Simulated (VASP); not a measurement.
# AlP (F-43m) in VASP: single point with PBEsol

Aim: the single point of AlP with PBEsol.

All numbers are computed with VASP 6.6.1; they aren't measurements. Logs are shortened: lines on timing, memory, paths and dates and some standing lists are left out, and cuts for length are marked.

### Step 1. The cell of the first run

It takes space group F-43m (No. 216, cubic). Conventional cell: a = 5.451 Å, b = 5.451 Å, c = 5.451 Å, α = 90.00°, β = 90.00°, γ = 90.00°. Within 3.1 Å of Al (site symmetry -43m) lie 4 P at 2.36 Å. P (site symmetry -43m) has 4 Al at 2.36 Å within 3.1 Å.

### Step 2. Single point, PBEsol

Input file INCAR:

```
SYSTEM = AlP
PREC = Accurate ; ENCUT = 500
EDIFF = 1E-6 ; ISMEAR = 0
SIGMA = 0.01 ; LREAL = .False.
LASPH = .True. ; NELM = 120
ALGO = Normal ; ISIF = 2
LWAVE = .False. ; LCHARG = .False.
GGA = PS ; NBANDS = 11
GGA_COMPAT = .False.
```

Input file KPOINTS:

```
regular mesh
0
Gamma
  4 4 4
  0 0 0
```

Input file POSCAR:

```
AlP
1.0
    0.0000000000      2.7255000000      2.7255000000
    2.7255000000      0.0000000000      2.7255000000
    2.7255000000      2.7255000000      0.0000000000
Al P
1 1
Direct
    0.0000000000      0.0000000000      0.0000000000
    0.2500000000      0.2500000000      0.2500000000
```

Potentials or basis: VASP PAW PBE potentials, release 64 (Al, P).

The run is started by

```console
$ cat potpaw_PBE.64/Al/POTCAR potpaw_PBE.64/P/POTCAR > POTCAR
$ mpirun -np 1 vasp_std > vasp.out
```

OUTCAR:

```text
SYSTEM = AlP
   PREC = Accurate
   ENCUT = 500
   EDIFF = 1E-6
   ISMEAR = 0
   LREAL = .False.
   LASPH = .True.
   NELM = 120
   ISIF = 2
   GGA = PS

 ion  position               nearest neighbor table
   1  0.000  0.000  0.000-   2 2.36   2 2.36   2 2.36   2 2.36
   2  0.250  0.250  0.250-   1 2.36   1 2.36   1 2.36   1 2.36

  LATTYP: Found a face centered cubic cell.
 ALAT       =     5.4510000000

  Lattice vectors:

 A1 = (   0.0000000000,   2.7255000000,   2.7255000000)
 A2 = (   2.7255000000,   0.0000000000,   2.7255000000)
 A3 = (   2.7255000000,   2.7255000000,   0.0000000000)

Analysis of symmetry for initial positions (statically):
=====================================================================
 Subroutine PRICEL returns:
 Original cell was already a primitive cell.

 Routine SETGRP: Setting up the symmetry group for a
 face centered cubic supercell.

 Subroutine GETGRP returns: Found 24 space group operations
 (whereof 24 operations were pure point group operations)
 out of a pool of 48 trial point group operations.

The static configuration has the point symmetry T_d .

Analysis of symmetry for dynamics (positions and initial velocities):
=====================================================================
 Subroutine PRICEL returns:
 Original cell was already a primitive cell.

 Routine SETGRP: Setting up the symmetry group for a
 face centered cubic supercell.

 Subroutine GETGRP returns: Found 24 space group operations
 (whereof 24 operations were pure point group operations)
 out of a pool of 48 trial point group operations.

The dynamic configuration has the point symmetry T_d .

 Subroutine INISYM returns: Found 24 space group operations
 (whereof 24 operations are pure point group operations),
 and found     1 'primitive' translations

----------------------------------------------------------------------------------------

                                     Primitive cell

  volume of cell :      40.4919

  direct lattice vectors                    reciprocal lattice vectors
     0.000000000  2.725500000  2.725500000    -0.183452578  0.183452578  0.183452578
     2.725500000  0.000000000  2.725500000     0.183452578 -0.183452578  0.183452578
     2.725500000  2.725500000  0.000000000     0.183452578  0.183452578 -0.183452578

  length of vectors
     3.854439064  3.854439064  3.854439064     0.317749185  0.317749185  0.317749185

  position of ions in fractional coordinates (direct lattice)
     0.000000000  0.000000000  0.000000000
     0.250000000  0.250000000  0.250000000

  ion indices of the primitive-cell ions
   primitive index   ion index
                 1           1
                 2           2

----------------------------------------------------------------------------------------

 KPOINTS: regular mesh

Automatic generation of k-mesh.
 Grid dimensions read from file:
 generate k-points for:    4    4    4

 Generating k-lattice:

  Cartesian coordinates                     Fractional coordinates (reciprocal lattice)
    -0.045863144  0.045863144  0.045863144     0.250000000  0.000000000  0.000000000
     0.045863144 -0.045863144  0.045863144     0.000000000  0.250000000  0.000000000
     0.045863144  0.045863144 -0.045863144     0.000000000  0.000000000  0.250000000

  Length of vectors
     0.079437296  0.079437296  0.079437296

  Shift w.r.t. Gamma in fractional coordinates (k-lattice)
     0.000000000  0.000000000  0.000000000

 Subroutine IBZKPT returns following result:
 ===========================================

 Found      8 irreducible k-points:

 Following reciprocal coordinates:
            Coordinates               Weight
  0.000000  0.000000  0.000000      1.000000
  0.250000  0.000000  0.000000      8.000000
  0.500000  0.000000  0.000000      4.000000
  0.250000  0.250000  0.000000      6.000000
  0.500000  0.250000  0.000000     24.000000
 -0.250000  0.250000  0.000000     12.000000
  0.500000  0.500000  0.000000      3.000000
 -0.250000  0.500000  0.250000      6.000000
   k-points           NKPTS =      8   k-points in BZ     NKDIM =      8   number of bands    NBANDS=     11
   number of dos      NEDOS =    301   number of ions     NIONS =      2
   total plane-waves  NPLWV =  21952
   dimension x,y,z NGX =    28 NGY =   28 NGZ =   28
   dimension x,y,z NGXF=    56 NGYF=   56 NGZF=   56
   ions per type =               1   1
   NGX,Y,Z   is equivalent  to a cutoff of  12.08, 12.08, 12.08 a.u.
   NGXF,Y,Z  is equivalent  to a cutoff of  24.15, 24.15, 24.15 a.u.
 SYSTEM =  AlP
   PREC   = accura    normal or accurate (medium, high low for compatibility)
   ISTART =      0    job   : 0-new  1-cont  2-samecut
   ICHARG =      2    charge: 1-file 2-atom 10-const
   ISPIN  =      1    spin polarized calculation?
   LNONCOLLINEAR =      F non collinear calculations
   LSORBIT =      F    spin-orbit coupling
   LASPH  =      T    aspherical Exc in radial PAW
   ENCUT  =  500.0 eV  36.75 Ry    6.06 a.u.   7.03  7.03  7.03*2*pi/ulx,y,z
   NELM   =    120;   NELMIN=  2; NELMDL= -5     # of ELM steps
   EDIFF  = 0.1E-05   stopping-criterion for ELM
   LREAL  =      F    real-space projection
   EDIFFG = 0.1E-04   stopping-criterion for IOM
   NSW    =      0    number of steps for IOM
   IBRION =     -1    ionic relax: 0-MD 1-quasi-New 2-CG
   NFREE  =      0    steps in history (QN), initial steepest desc. (CG)
   ISIF   =      2    stress and relaxation
   ISYM   =      2    0-nonsym 1-usesym 2-fastsym
   POTIM  = 0.5000    time-step for ionic-motion
   TEBEG  =    0.0;   TEEND  =   0.0 temperature during run
   PSTRESS=    0.0 pullay stress
   NELECT =       8.0000    total number of electrons
   NUPDOWN=      -1.0000    fix difference up-down
   EMIN   =  10.00;   EMAX   =-10.00  energy-range for DOS
   EFERMI =   0.00;   METHOD = LEGACY
   ISMEAR =     0;   SIGMA  =   0.01  broadening in eV -4-tet -1-fermi 0-gaus
   EFERMI_NEDOS =   21; number of points for ismear=-14 and -15
   IALGO  =     38    algorithm
   IMIX   =      4    mixing-type and parameters
     AMIX     =   0.40;   BMIX     =  1.00
     AMIX_MAG =   1.60;   BMIX_MAG =  1.00
  volume/ion in A,a.u.               =      20.25       136.63
  Fermi-wavevector in a.u.,A,eV,Ry     =   0.953488  1.801831 12.369596  0.909140
  Thomas-Fermi vector in A             =   2.082148
   LORBIT       =      0    0 simple, 1 ext, 2 COOP (PROOUT), +10 PAW based schemes
   GGA     = PS    functional components
   LHFCALC =     F    Hartree Fock is set to
   AEXX    =    0.0000 exact exchange contribution
   IVDW    =     0    specifies the selected vdW correction
   LEPSILON=     F    determine dielectric tensor
   LRPA    =     F    only Hartree local field effects (RPA)
 non-spin polarized calculation
 Gauss-broadening in eV      SIGMA  =   0.01
  energy-cutoff  :      500.00
  volume of cell :       40.49
 maximum number of plane-waves:      1056
   NGX = 13   NGY = 13   NGZ = 13

 number of electron       8.0000000 magnetization

 Free energy of the ion-electron system (eV)
  ---------------------------------------------------
  ext. energy  EPLUGINS =         0.00000000
  ---------------------------------------------------
  free energy    TOTEN  =       -10.89157600 eV

  energy without entropy =      -10.89157600  energy(sigma->0) =      -10.89157600

 E-fermi :   4.6715     XC(G=0):  -9.3696

 val. band max:        4.6216902072   @ k =   0.0000   0.0000   0.0000
 cond. band min:       6.0195063526   @ k =   0.5000   0.5000   0.0000
 fundamental gap:      1.3978161455
 Fermi energy:         4.6714578288

 k-point     1 :       0.0000    0.0000    0.0000
  band No.  band energies     occupation
      1      -6.9413      2.00000
      2       4.6217      2.00000
      3       4.6217      2.00000
      4       4.6217      2.00000
      5       7.8564      0.00000
      6       9.1125      0.00000
      7       9.1125      0.00000
      8       9.1125      0.00000
      9      13.4059      0.00000
     10      13.4059      0.00000
     11      14.7247      0.00000

 k-point     2 :       0.2500    0.0000    0.0000
  band No.  band energies     occupation
      1      -6.2725      2.00000
      2       1.3945      2.00000
      3       4.1709      2.00000
      4       4.1709      2.00000
      5       7.8685      0.00000
      6       9.6985      0.00000
      7       9.6985      0.00000
      8      11.4867      0.00000
      9      12.8640      0.00000
     10      12.8640      0.00000
     11      14.7908      0.00000

 k-point     3 :       0.5000    0.0000    0.0000
  band No.  band energies     occupation
      1      -5.2225      2.00000
      2      -1.0020      2.00000
      3       3.8470      2.00000
      4       3.8470      2.00000
      5       7.3527      0.00000
      6       9.3423      0.00000
      7       9.3423      0.00000
      8      12.6907      0.00000
      9      16.1343      0.00000
     10      16.1343      0.00000
     11      16.3480      0.00000

 k-point     4 :       0.2500    0.2500    0.0000
  band No.  band energies     occupation
      1      -6.0425      2.00000
      2       1.7014      2.00000
      3       3.3031      2.00000
      4       3.3031      2.00000
      5       7.3611      0.00000
      6       8.5869      0.00000
      7      11.6644      0.00000
      8      11.6644      0.00000
      9      12.5546      0.00000
     10      14.5920      0.00000
     11      18.2218      0.00000

 k-point     5 :       0.5000    0.2500    0.0000
  band No.  band energies     occupation
      1      -4.9554      2.00000
      2      -0.3466      2.00000
      3       1.8943      2.00000
      4       3.0415      2.00000
      5       7.2741      0.00000
      6       9.8417      0.00000
      7      11.4625      0.00000
      8      11.6786      0.00000
      9      15.3578      0.00000
     10      16.1999      0.00000
     11      17.8985      0.00000

 k-point     6 :      -0.2500    0.2500    0.0000
  band No.  band energies     occupation
      1      -5.3510      2.00000
      2       0.2218      2.00000
      3       1.7210      2.00000
      4       3.7648      2.00000
      5       8.2858      0.00000
      6      10.6268      0.00000
      7      10.7590      0.00000
      8      11.1740      0.00000
      9      12.1621      0.00000
     10      15.6246      0.00000
     11      17.8202      0.00000

 k-point     7 :       0.5000    0.5000    0.0000
  band No.  band energies     occupation
      1      -4.5441      2.00000
      2      -0.7552      2.00000
      3       2.4767      2.00000
      4       2.4767      2.00000
      5       6.0195      0.00000
      6       6.9617      0.00000
      7      15.6372      0.00000
      8      15.6372      0.00000
      9      16.6278      0.00000
     10      16.7077      0.00000
     11      16.7077      0.00000

 k-point     8 :      -0.2500    0.5000    0.2500
  band No.  band energies     occupation
      1      -4.4911      2.00000
      2      -0.3493      2.00000
      3       1.3645      2.00000
      4       1.7242      2.00000
      5       8.8223      0.00000
      6      10.5394      0.00000
      7      10.6512      0.00000
      8      10.9093      0.00000
      9      15.8410      0.00000
     10      16.5978      0.00000
     11      17.8528      0.00000

------------------------ aborting loop because EDIFF is reached ----------------------------------------

  FORCE on cell =-STRESS in cart. coord.  units (eV):
  Direction    XX          YY          ZZ          XY          YZ          ZX
  --------------------------------------------------------------------------------------
  -------------------------------------------------------------------------------------
  Total        0.3585708      0.3585708      0.3585708      0.0000000      0.0000000      0.0000000
  in kB       14.1878635     14.1878635     14.1878635      0.0000000      0.0000000      0.0000000
  external PRESSURE =      14.1878635 kB  Pullay stress =       0.0000000 kB

 VOLUME and BASIS-vectors are now :
 -----------------------------------------------------------------------------
  energy-cutoff  :      500.00
  volume of cell :       40.49
      direct lattice vectors                 reciprocal lattice vectors
     0.000000000  2.725500000  2.725500000    -0.183452578  0.183452578  0.183452578
     2.725500000  0.000000000  2.725500000     0.183452578 -0.183452578  0.183452578
     2.725500000  2.725500000  0.000000000     0.183452578  0.183452578 -0.183452578

 POSITION                                       TOTAL-FORCE (eV/Angst)
 -----------------------------------------------------------------------------------
      0.00000      0.00000      0.00000         0.000000     -0.000000      0.000000
      1.36275      1.36275      1.36275        -0.000000      0.000000     -0.000000
 -----------------------------------------------------------------------------------
    total drift:                                0.000000      0.000000      0.000000

  FREE ENERGIE OF THE ION-ELECTRON SYSTEM (eV)
  ---------------------------------------------------
  free  energy   TOTEN  =       -10.8915760029 eV

  energy  without entropy=      -10.8915760029  energy(sigma->0) =      -10.89157600
```

It took 8.7 s on 1 thread of Intel Xeon 8259CL, shared host; peak memory 0.14 GiB.

What came out:

* Free energy: -10.8916 eV
* Pressure: 1.4 GPa
* Band gap on the k mesh: 1.40 eV, indirect (least direct gap 3.23 eV)

Levels at points of the mesh, in eV from the valence-band top:
```
           k point  band 1  band 2  band 3  band 4  band 5  band 6  band 7  band 8  band 9
(0.00, 0.00, 0.00)  -11.56    0.00    0.00    0.00    3.23    4.49    4.49    4.49    8.78
(0.50, 0.00, 0.00)   -9.84   -5.62   -0.77   -0.77    2.73    4.72    4.72    8.07   11.51
(0.50, 0.50, 0.00)   -9.17   -5.38   -2.14   -2.14    1.40    2.34   11.02   11.02   12.01
```

Caveat: the k points lie up to 0.50 Å⁻¹ apart; the PAW data sets were made with another functional, which shifts forces and pressure a little.
